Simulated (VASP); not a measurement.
# TiAl3 (I4/mmm) in VASP: single point with LDA

Aim: the single point of TiAl3 with LDA.

Everything below comes from runs of VASP 6.6.1. Logs are shortened: lines on timing, memory, paths and dates and some standing lists are left out, and cuts for length are marked.

## Step 1: The cell of the first run

Symmetry: I4/mmm, No. 139, tetragonal system. The conventional cell has a = 3.779 Å, b = 3.779 Å, c = 8.484 Å, α = 90.00°, β = 90.00°, γ = 90.00°. Ti (site symmetry 4/mmm) has 12 Al at 2.67 to 2.84 Å within 3.5 Å. Within 3.5 Å of Al (site symmetry 4/mmm) lie 4 Ti at 2.67 Å and 8 Al at 2.84 Å. Within 3.5 Å of Al (site symmetry -4m2) lie 8 Al at 2.67 to 2.84 Å and 4 Ti at 2.84 Å.

## Step 2: Single point, LDA

INCAR

```
SYSTEM = TiAl3
ALGO = Normal
EDIFF = 1E-6
ENCUT = 520
GGA = CA
ISIF = 2
ISMEAR = 0
LASPH = .TRUE.
LCHARG = .FALSE.
LREAL = .FALSE.
LWAVE = .FALSE.
NBANDS = 18
NELM = 80
PREC = Accurate
SIGMA = 0.1
```

KPOINTS

```
k-points
0
G
  16 16 16
  0 0 0
```

POSCAR

```
TiAl3
1.0
   -1.8894104036      1.8894104036      4.2418855239
    1.8894104036     -1.8894104036      4.2418855239
    1.8894104036      1.8894104036     -4.2418855239
Ti Al
1 3
Direct
    0.0000000000      0.0000000000      0.0000000000
    0.5000000000      0.5000000000      0.0000000000
    0.7500000000      0.2500000000      0.5000000000
    0.2500000000      0.7500000000      0.5000000000
```

Potentials or basis: VASP PAW LDA potentials, release 64 (Ti_sv, Al).

Run with:

```
$ cat potpaw_LDA.64/Ti_sv/POTCAR potpaw_LDA.64/Al/POTCAR > POTCAR
$ mpirun -np 1 vasp_std > vasp.out
```

OUTCAR:

```text
SYSTEM = TiAl3
   EDIFF = 1E-6
   ENCUT = 520
   GGA = CA
   ISIF = 2
   ISMEAR = 0
   LASPH = .TRUE.
   LREAL = .FALSE.
   NELM = 80
   PREC = Accurate

 ion  position               nearest neighbor table
   1  0.000  0.000  0.000-   2 2.67   2 2.67   2 2.67   2 2.67   4 2.84   3 2.84   4 2.84   4 2.84
                             3 2.84   3 2.84   4 2.84   3 2.84
   2  0.500  0.500  0.000-   1 2.67   1 2.67   1 2.67   1 2.67   4 2.84   3 2.84   4 2.84   3 2.84
                             4 2.84   4 2.84   3 2.84   3 2.84
   3  0.750  0.250  0.500-   4 2.67   4 2.67   4 2.67   4 2.67   2 2.84   1 2.84   2 2.84   1 2.84
                             2 2.84   2 2.84   1 2.84   1 2.84
   4  0.250  0.750  0.500-   3 2.67   3 2.67   3 2.67   3 2.67   2 2.84   1 2.84   2 2.84   2 2.84
                             1 2.84   1 2.84   2 2.84   1 2.84

  LATTYP: Found a body centered tetragonal cell.
 ALAT       =     3.7788208072
 C/A-ratio  =     2.2450842421

  Lattice vectors:

 A1 = (  -1.8894104036,   1.8894104036,   4.2418855239)
 A2 = (   1.8894104036,  -1.8894104036,   4.2418855239)
 A3 = (   1.8894104036,   1.8894104036,  -4.2418855239)

Analysis of symmetry for initial positions (statically):
=====================================================================
 Subroutine PRICEL returns:
 Original cell was already a primitive cell.

 Routine SETGRP: Setting up the symmetry group for a
 body centered tetragonal supercell.

 Subroutine GETGRP returns: Found 16 space group operations
 (whereof 16 operations were pure point group operations)
 out of a pool of 16 trial point group operations.

The static configuration has the point symmetry D_4h.

Analysis of symmetry for dynamics (positions and initial velocities):
=====================================================================
 Subroutine PRICEL returns:
 Original cell was already a primitive cell.

 Routine SETGRP: Setting up the symmetry group for a
 body centered tetragonal supercell.

 Subroutine GETGRP returns: Found 16 space group operations
 (whereof 16 operations were pure point group operations)
 out of a pool of 16 trial point group operations.

The dynamic configuration has the point symmetry D_4h.

 Subroutine INISYM returns: Found 16 space group operations
 (whereof 16 operations are pure point group operations),
 and found     1 'primitive' translations

----------------------------------------------------------------------------------------

                                     Primitive cell

  volume of cell :      60.5719

  direct lattice vectors                    reciprocal lattice vectors
    -1.889410404  1.889410404  4.241885524     0.000000000  0.264632818  0.117872111
     1.889410404 -1.889410404  4.241885524     0.264632818  0.000000000  0.117872111
     1.889410404  1.889410404 -4.241885524     0.264632818  0.264632818  0.000000000

  length of vectors
     5.013315883  5.013315883  5.013315883     0.289697019  0.289697019  0.374247321

  position of ions in fractional coordinates (direct lattice)
     0.000000000  0.000000000  0.000000000
     0.500000000  0.500000000  0.000000000
     0.750000000  0.250000000  0.500000000
     0.250000000  0.750000000  0.500000000

  ion indices of the primitive-cell ions
   primitive index   ion index
                 1           1
                 2           2
                 3           3
                 4           4

----------------------------------------------------------------------------------------

 KPOINTS: k-points

Automatic generation of k-mesh.
 Grid dimensions read from file:
 generate k-points for:   16   16   16

 Generating k-lattice:

  Cartesian coordinates                     Fractional coordinates (reciprocal lattice)
     0.000000000  0.016539551  0.007367007     0.062500000  0.000000000  0.000000000
     0.016539551  0.000000000  0.007367007     0.000000000  0.062500000  0.000000000
     0.016539551  0.016539551  0.000000000     0.000000000  0.000000000  0.062500000

  Length of vectors
     0.018106064  0.018106064  0.023390458

  Shift w.r.t. Gamma in fractional coordinates (k-lattice)
     0.000000000  0.000000000  0.000000000

 Subroutine IBZKPT returns following result:
 ===========================================

 Found    349 irreducible k-points:

 Following reciprocal coordinates:
            Coordinates               Weight
  0.000000  0.000000  0.000000      1.000000
  0.062500  0.000000  0.000000      8.000000
  0.125000  0.000000  0.000000      8.000000
  0.187500 -0.000000  0.000000      8.000000
  0.250000  0.000000  0.000000      8.000000
  0.312500  0.000000 -0.000000      8.000000
[... 16 lines left out ...]
 -0.125000  0.062500  0.000000     16.000000
 -0.062500  0.062500  0.000000      4.000000
 [... further k-points ...]
   k-points           NKPTS =    349   k-points in BZ     NKDIM =    349   number of bands    NBANDS=     18
   number of dos      NEDOS =    301   number of ions     NIONS =      4
   total plane-waves  NPLWV =  64000
   dimension x,y,z NGX =    40 NGY =   40 NGZ =   40
   dimension x,y,z NGXF=    80 NGYF=   80 NGZF=   80
   ions per type =               1   3
   NGX,Y,Z   is equivalent  to a cutoff of  13.26, 13.26, 13.26 a.u.
   NGXF,Y,Z  is equivalent  to a cutoff of  26.53, 26.53, 26.53 a.u.
 SYSTEM =  TiAl3
   PREC   = accura    normal or accurate (medium, high low for compatibility)
   ISTART =      0    job   : 0-new  1-cont  2-samecut
   ICHARG =      2    charge: 1-file 2-atom 10-const
   ISPIN  =      1    spin polarized calculation?
   LNONCOLLINEAR =      F non collinear calculations
   LSORBIT =      F    spin-orbit coupling
   LASPH  =      T    aspherical Exc in radial PAW
   ENCUT  =  520.0 eV  38.22 Ry    6.18 a.u.   9.32  9.32  9.32*2*pi/ulx,y,z
   NELM   =     80;   NELMIN=  2; NELMDL= -5     # of ELM steps
   EDIFF  = 0.1E-05   stopping-criterion for ELM
   LREAL  =      F    real-space projection
   EDIFFG = 0.1E-04   stopping-criterion for IOM
   NSW    =      0    number of steps for IOM
   IBRION =     -1    ionic relax: 0-MD 1-quasi-New 2-CG
   NFREE  =      0    steps in history (QN), initial steepest desc. (CG)
   ISIF   =      2    stress and relaxation
   ISYM   =      2    0-nonsym 1-usesym 2-fastsym
   POTIM  = 0.5000    time-step for ionic-motion
   TEBEG  =    0.0;   TEEND  =   0.0 temperature during run
   PSTRESS=    0.0 pullay stress
   NELECT =      21.0000    total number of electrons
   NUPDOWN=      -1.0000    fix difference up-down
   EMIN   =  10.00;   EMAX   =-10.00  energy-range for DOS
   EFERMI =   0.00;   METHOD = LEGACY
   ISMEAR =     0;   SIGMA  =   0.10  broadening in eV -4-tet -1-fermi 0-gaus
   EFERMI_NEDOS =   21; number of points for ismear=-14 and -15
   IALGO  =     38    algorithm
   IMIX   =      4    mixing-type and parameters
     AMIX     =   0.40;   BMIX     =  1.00
     AMIX_MAG =   1.60;   BMIX_MAG =  1.00
  volume/ion in A,a.u.               =      15.14       102.19
  Fermi-wavevector in a.u.,A,eV,Ry     =   1.150069  2.173316 17.995880  1.322660
  Thomas-Fermi vector in A             =   2.286736
   LORBIT       =      0    0 simple, 1 ext, 2 COOP (PROOUT), +10 PAW based schemes
   GGA     = CA    functional components
   LHFCALC =     F    Hartree Fock is set to
   AEXX    =    0.0000 exact exchange contribution
   IVDW    =     0    specifies the selected vdW correction
   LEPSILON=     F    determine dielectric tensor
   LRPA    =     F    only Hartree local field effects (RPA)
 non-spin polarized calculation
 Gauss-broadening in eV      SIGMA  =   0.10
  energy-cutoff  :      520.00
  volume of cell :       60.57
 maximum number of plane-waves:      1645
 NGX is ok and might be reduce to    40
   NGX = 19   NGY = 19   NGZ = 19

 number of electron      21.0000000 magnetization

 Free energy of the ion-electron system (eV)
  ---------------------------------------------------
  ext. energy  EPLUGINS =         0.00000000
  ---------------------------------------------------
  free energy    TOTEN  =       -22.79863021 eV

  energy without entropy =      -22.79025995  energy(sigma->0) =      -22.79444508

 E-fermi :   8.4591     XC(G=0): -11.1167

 val. band max:        8.4502132251   @ k =  -0.3750  -0.3750   0.1875
 cond. band min:       8.4649044811   @ k =  -0.0625   0.1250   0.0625
 fundamental gap:      0.0146912560
 Fermi energy:         8.4590887328

 k-point     1 :       0.0000    0.0000    0.0000
  band No.  band energies     occupation
      1     -47.1899      2.00000
      2     -23.9031      2.00000
      3     -23.9031      2.00000
      4     -23.8242      2.00000
      5      -1.7809      2.00000
      6       5.5469      2.00000
[... 10 lines left out ...]
     17      12.4170      0.00000
     18      12.4239      0.00000

 k-point     2 :       0.0625    0.0000    0.0000
  band No.  band energies     occupation
      1     -47.1898      2.00000
      2     -23.9044      2.00000
      3     -23.9030      2.00000
      4     -23.8241      2.00000
      5      -1.7308      2.00000
      6       5.2926      2.00000
[... 10 lines left out ...]
     17      12.4345      0.00000
     18      12.7270      0.00000

 k-point     3 :       0.1250    0.0000    0.0000
  band No.  band energies     occupation
      1     -47.1896      2.00000
      2     -23.9082      2.00000
      3     -23.9028      2.00000
      4     -23.8239      2.00000
      5      -1.5811      2.00000
      6       4.9553      2.00000
[... 10 lines left out ...]
     17      12.4941      0.00000
     18      13.4267      0.00000

 k-point     4 :       0.1875   -0.0000    0.0000
  band No.  band energies     occupation
      1     -47.1893      2.00000
      2     -23.9137      2.00000
      3     -23.9024      2.00000
      4     -23.8237      2.00000
      5      -1.3337      2.00000
      6       4.5931      2.00000
[... 375 lines left out ...]
      4     -23.8234      2.00000
      5      -1.3326      2.00000
      6       4.9031      2.00000
[... 10 lines left out ...]
     17      12.8340      0.00000
     18      14.2169      0.00000

 k-point    23 :      -0.1250    0.0625    0.0000
  band No.  band energies     occupation
      1     -47.1896      2.00000
      2     -23.9081      2.00000
      3     -23.9041      2.00000
      4     -23.8237      2.00000
      5      -1.5639      2.00000
      6       5.3265      2.00000
[... 10 lines left out ...]
     17      12.6769      0.00000
     18      13.4690      0.00000

 k-point    24 :      -0.0625    0.0625    0.0000
  band No.  band energies     occupation
      1     -47.1898      2.00000
      2     -23.9044      2.00000
      3     -23.9042      2.00000
      4     -23.8240      2.00000
      5      -1.6972      2.00000
      6       5.6183      2.00000
[... 10 lines left out ...]
     17      12.5657      0.00000
     18      12.8223      0.00000

 [... further k-points ...]

------------------------ aborting loop because EDIFF is reached ----------------------------------------

  FORCE on cell =-STRESS in cart. coord.  units (eV):
  Direction    XX          YY          ZZ          XY          YZ          ZX
  --------------------------------------------------------------------------------------
  -------------------------------------------------------------------------------------
  Total        0.0442694      0.0442694      0.0397833      0.0000000      0.0000000      0.0000000
  in kB        1.1709630      1.1709630      1.0523018      0.0000000      0.0000000      0.0000000
  external PRESSURE =       1.1314092 kB  Pullay stress =       0.0000000 kB

 VOLUME and BASIS-vectors are now :
 -----------------------------------------------------------------------------
  energy-cutoff  :      520.00
  volume of cell :       60.57
      direct lattice vectors                 reciprocal lattice vectors
    -1.889410404  1.889410404  4.241885524     0.000000000  0.264632818  0.117872111
     1.889410404 -1.889410404  4.241885524     0.264632818  0.000000000  0.117872111
     1.889410404  1.889410404 -4.241885524     0.264632818  0.264632818  0.000000000

 POSITION                                       TOTAL-FORCE (eV/Angst)
 -----------------------------------------------------------------------------------
      0.00000      0.00000      0.00000         0.000000     -0.000000     -0.000000
      0.00000      0.00000      4.24189         0.000000     -0.000000     -0.000000
     -0.00000      1.88941      2.12094        -0.000000      0.000000     -0.000000
      1.88941     -0.00000      2.12094         0.000000     -0.000000      0.000000
 -----------------------------------------------------------------------------------
    total drift:                               -0.000000     -0.000000     -0.000000

  FREE ENERGIE OF THE ION-ELECTRON SYSTEM (eV)
  ---------------------------------------------------
  free  energy   TOTEN  =       -22.7986302076 eV

  energy  without entropy=      -22.7902599545  energy(sigma->0) =      -22.79444508
```

Run time: 3.4 min. Hardware: 1 thread of Intel Xeon 6975P-C (Granite Rapids), shared host; peak memory 0.47 GiB.

What came out:

```yaml
Free_energy: -22.7986 eV
Pressure: 0.1 GPa
```
